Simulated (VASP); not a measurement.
# HgTe in VASP: relaxation of the atoms with PBE

Aim: the relaxation of the atoms of HgTe with PBE.

Everything below comes from runs of VASP 6.6.1. Logs are shortened: lines on timing, memory, paths and dates and some standing lists are left out, and cuts for length are marked.

### Step 1. The cell of the first run

The cell holds a slab with vacuum, 6 atoms: a = 4.702 Å, b = 4.702 Å, c = 23.638 Å, α = 90.00°, β = 90.00°, γ = 120.00°.

### Step 2. Relaxation of the atoms, PBE

Contents of INCAR:

```
SYSTEM = HgTe
  ALGO = Normal
  DIPOL = 0.5 0.5 0.500
  EDIFF = 1E-6
  EDIFFG = -0.02
  ENCUT = 520
  GGA = PE
  IBRION = 2
  IDIPOL = 3
  ISIF = 2
  ISMEAR = 0
  LASPH = .True.
  LCHARG = .False.
  LDIPOL = .True.
  LREAL = .False.
  LWAVE = .False.
  NELM = 60
  NSW = 80
  PREC = Accurate
  SIGMA = 0.1
```

Contents of KPOINTS:

```
k-points
0
Gamma
  9 9 1
  0 0 0
```

Contents of POSCAR:

```
HgTe
1.0
    4.7019745438      0.0000000000      0.0000000000
   -2.3509872719      4.0720294029      0.0000000000
    0.0000000000      0.0000000000     23.6380788119
Te Hg
3 3
Direct
    0.0000000000      0.0000000000      0.3172846685
    0.3333333333      0.6666666667      0.4796982965
    0.6666666667      0.3333333333      0.6421119245
    0.3333333333      0.6666666667      0.3578880755
    0.6666666667      0.3333333333      0.5203017035
    0.0000000000      0.0000000000      0.6827153315
```

Potentials or basis: VASP PAW PBE potentials, release 64 (Te, Hg).

Command:

```console
$ cat potpaw_PBE.64/Te/POTCAR potpaw_PBE.64/Hg/POTCAR > POTCAR
$ mpirun -np 1 vasp_std > vasp.out
```

OUTCAR:

```text
SYSTEM = HgTe
   EDIFF = 1E-6
   EDIFFG = -0.02
   ENCUT = 520
   GGA = PE
   IBRION = 2
   ISIF = 2
   ISMEAR = 0
   LASPH = .True.
   LREAL = .False.
   NELM = 60
   NSW = 80
   PREC = Accurate

 ion  position               nearest neighbor table
   1  0.000  0.000  0.317-   4 2.88   4 2.88   4 2.88
   2  0.333  0.667  0.480-   5 2.88   5 2.88   4 2.88   5 2.88
   3  0.667  0.333  0.642-   6 2.88   5 2.88   6 2.88   6 2.88
   4  0.333  0.667  0.358-   1 2.88   2 2.88   1 2.88   1 2.88
   5  0.667  0.333  0.520-   2 2.88   2 2.88   3 2.88   2 2.88
   6  0.000  0.000  0.683-   3 2.88   3 2.88   3 2.88

  LATTYP: Found a hexagonal cell.
 ALAT       =     4.7019745438
 C/A-ratio  =     5.0272664370

  Lattice vectors:

 A1 = (   4.7019745438,   0.0000000000,   0.0000000000)
 A2 = (  -2.3509872719,   4.0720294029,   0.0000000000)
 A3 = (   0.0000000000,   0.0000000000,  23.6380788119)

Analysis of symmetry for initial positions (statically):
=====================================================================
 Subroutine PRICEL returns:
 Original cell was already a primitive cell.

 Routine SETGRP: Setting up the symmetry group for a
 hexagonal supercell.

 Subroutine GETGRP returns: Found  6 space group operations
 (whereof  6 operations were pure point group operations)
 out of a pool of 24 trial point group operations.

The static configuration has the point symmetry C_3v.

Analysis of symmetry for dynamics (positions and initial velocities):
=====================================================================
 Subroutine PRICEL returns:
 Original cell was already a primitive cell.

 Routine SETGRP: Setting up the symmetry group for a
 hexagonal supercell.

 Subroutine GETGRP returns: Found  6 space group operations
 (whereof  6 operations were pure point group operations)
 out of a pool of 24 trial point group operations.

The dynamic configuration has the point symmetry C_3v.

 Subroutine INISYM returns: Found  6 space group operations
 (whereof  6 operations are pure point group operations),
 and found     1 'primitive' translations

----------------------------------------------------------------------------------------

                                     Primitive cell

  volume of cell :     452.5883

[... 109 lines left out ...]
   LHFCALC =     F    Hartree Fock is set to
   AEXX    =    0.0000 exact exchange contribution
   IVDW    =     0    specifies the selected vdW correction
   LEPSILON=     F    determine dielectric tensor
   LRPA    =     F    only Hartree local field effects (RPA)
 conjugate gradient relaxation of ions
 non-spin polarized calculation
 Gauss-broadening in eV      SIGMA  =   0.10
  energy-cutoff  :      520.00
  volume of cell :      452.59
 maximum number of plane-waves:     12212
 NGX is ok and might be reduce to    36
   NGX = 17   NGY = 17   NGZ = 87

 dipolmoment           0.000000      0.000000      0.057422 electrons x Angstroem

--------------------------------------- Ionic step        1  -------------------------------------------

 number of electron      54.0000000 magnetization

 Free energy of the ion-electron system (eV)
  ---------------------------------------------------
  ext. energy  EPLUGINS =         0.00000000
  ---------------------------------------------------
  free energy    TOTEN  =       -10.01162162 eV

  energy without entropy =       -9.99677329  energy(sigma->0) =      -10.00419746

------------------------ aborting loop because EDIFF is reached ----------------------------------------

  FORCE on cell =-STRESS in cart. coord.  units (eV):
  Direction    XX          YY          ZZ          XY          YZ          ZX
  --------------------------------------------------------------------------------------
  -------------------------------------------------------------------------------------
  Total       -0.9871251     -0.9871251      0.9359833      0.0000000      0.0000000     -0.0000000
  in kB       -3.4944548     -3.4944548      3.3134110      0.0000000      0.0000000     -0.0000000
  external PRESSURE =      -1.2251662 kB  Pullay stress =       0.0000000 kB
[... 101 lines left out ...]
  FREE ENERGIE OF THE ION-ELECTRON SYSTEM (eV)
  ---------------------------------------------------
  free  energy   TOTEN  =       -10.2082009874 eV

  energy  without entropy=      -10.1995371515  energy(sigma->0) =      -10.20386907

[... ionic steps 4 to 9 ...]

--------------------------------------- Ionic step       10  -------------------------------------------

 number of electron      54.0000000 magnetization

------------------------ aborting loop because EDIFF is reached ----------------------------------------
[... 75 lines left out ...]
--------------------------------------- Ionic step       12  -------------------------------------------

 number of electron      53.9999999 magnetization

 dipolmoment           0.000000      0.000000     -0.202348 electrons x Angstroem

 Free energy of the ion-electron system (eV)
  ---------------------------------------------------
  ext. energy  EPLUGINS =         0.00000000
  ---------------------------------------------------
  free energy    TOTEN  =       -10.24797140 eV

  energy without entropy =      -10.23989635  energy(sigma->0) =      -10.24393388

 E-fermi :  -1.2204     XC(G=0):  -4.5145

 val. band max:       -1.2526150363   @ k =   0.1111  -0.0000   0.0000
 cond. band min:      -1.2179354965   @ k =   0.1111  -0.0000   0.0000
 fundamental gap:      0.0346795397
 Fermi energy:        -1.2203853435

 k-point     1 :       0.0000    0.0000    0.0000
  band No.  band energies     occupation
      1     -13.4841      2.00000
      2     -12.6001      2.00000
      3     -11.8159      2.00000
      4      -9.2979      2.00000
      5      -9.2979      2.00000
      6      -8.6485      2.00000
[... 409 lines left out ...]
     31       2.1894      0.00000
     32       3.3195      0.00000

------------------------ aborting loop because EDIFF is reached ----------------------------------------

 vacuum level on the upper side and lower side of the slab       (xc-potential included)        -0.941         0.929

  FORCE on cell =-STRESS in cart. coord.  units (eV):
  Direction    XX          YY          ZZ          XY          YZ          ZX
  --------------------------------------------------------------------------------------
  -------------------------------------------------------------------------------------
  Total        1.1478169      1.1478169     -0.1080911      0.0000000     -0.0000000      0.0000000
  in kB        4.0633090      4.0633090     -0.3826459      0.0000000     -0.0000000      0.0000000
  external PRESSURE =       2.5813241 kB  Pullay stress =       0.0000000 kB
[... 21 lines left out ...]
  FREE ENERGIE OF THE ION-ELECTRON SYSTEM (eV)
  ---------------------------------------------------
  free  energy   TOTEN  =       -10.2479714042 eV

  energy  without entropy=      -10.2398963516  energy(sigma->0) =      -10.24393388

 reached required accuracy - stopping structural energy minimisation

 vacuum level on the upper side and lower side of the slab         2.520         4.432
```

CONTCAR:

```text
HgTe
   1.00000000000000
     4.7019745437999996    0.0000000000000000    0.0000000000000000
    -2.3509872718999998    4.0720294029000002    0.0000000000000000
     0.0000000000000000    0.0000000000000000   23.6380788119000016
  Te              Hg
     3     3
Direct
     0.0000000000000000    0.0000000000000000    0.3176953658457198
     0.3333333332999970    0.6666666667000030    0.4849859650325764
     0.6666666667000030    0.3333333332999970    0.6538470838092880
     0.3333333332999970    0.6666666667000030    0.3516186888798056
     0.6666666667000030    0.3333333332999970    0.5178843457656302
     0.0000000000000000    0.0000000000000000    0.6739685506669800

  0.00000000E+00  0.00000000E+00  0.00000000E+00
  0.00000000E+00  0.00000000E+00  0.00000000E+00
  0.00000000E+00  0.00000000E+00  0.00000000E+00
  0.00000000E+00  0.00000000E+00  0.00000000E+00
  0.00000000E+00  0.00000000E+00  0.00000000E+00
  0.00000000E+00  0.00000000E+00  0.00000000E+00
```

Wall time 18 min (1 thread of Intel Xeon 6975P-C (Granite Rapids), shared host); peak memory 0.65 GiB.

Results:

```
Free energy                  : -10.2480 eV
Energy gained by relaxing    : 39.4 meV/atom
Ionic steps                  : 12
Largest force after relaxing : 0.013 eV/Å
Band gap on the k mesh       : zero (bands 27 and 28 overlap by 0.16 eV)
```

Forces on the atoms (eV/Å):
```
Te   0.000  0.000  0.013
Te   0.000  0.000  0.000
Te   0.000  0.000 -0.003
Hg   0.000  0.000 -0.007
Hg   0.000  0.000  0.002
Hg   0.000  0.000 -0.006
```

Step by step:
```csv
step,energy change (eV),largest force (eV/Å),pressure (GPa)
1,0.0000,0.7847,-0.12
2,-0.0669,0.6631,-0.08
3,-0.1966,0.3422,0.12
4,-0.1701,0.2517,0.60
5,-0.2239,0.1395,0.35
6,-0.2254,0.1143,0.31
7,-0.2254,0.1079,0.30
8,-0.2292,0.0971,0.30
9,-0.2347,0.0465,0.28
10,-0.2348,0.0412,0.28
11,-0.2355,0.0302,0.27
12,-0.2363,0.0125,0.26
```

Final structure:
```yaml
crystal:
  lattice:
    - [4.70197, 0.00000, 0.00000]
    - [-2.35099, 4.07203, 0.00000]
    - [0.00000, 0.00000, 23.63808]
  atoms:
    - { symbol: Te, position: [0.00000, 0.00000, 0.31770] }
    - { symbol: Te, position: [0.33333, 0.66667, 0.48499] }
    - { symbol: Te, position: [0.66667, 0.33333, 0.65385] }
    - { symbol: Hg, position: [0.33333, 0.66667, 0.35162] }
    - { symbol: Hg, position: [0.66667, 0.33333, 0.51788] }
    - { symbol: Hg, position: [0.00000, 0.00000, 0.67397] }
```

Levels at points of the mesh, in eV from the Fermi level:
```tsv
k point	band 24	band 25	band 26	band 27	band 28	band 29	band 30	band 31
(0.00, 0.00, 0.00)	-0.80	-0.56	-0.56	0.16	0.16	0.19	0.67	2.71
```

Caveat: spin-orbit coupling is left out, which moves the levels of the heavy elements.

The gap in the log of VASP goes by the Fermi energy; the results here count the filled bands.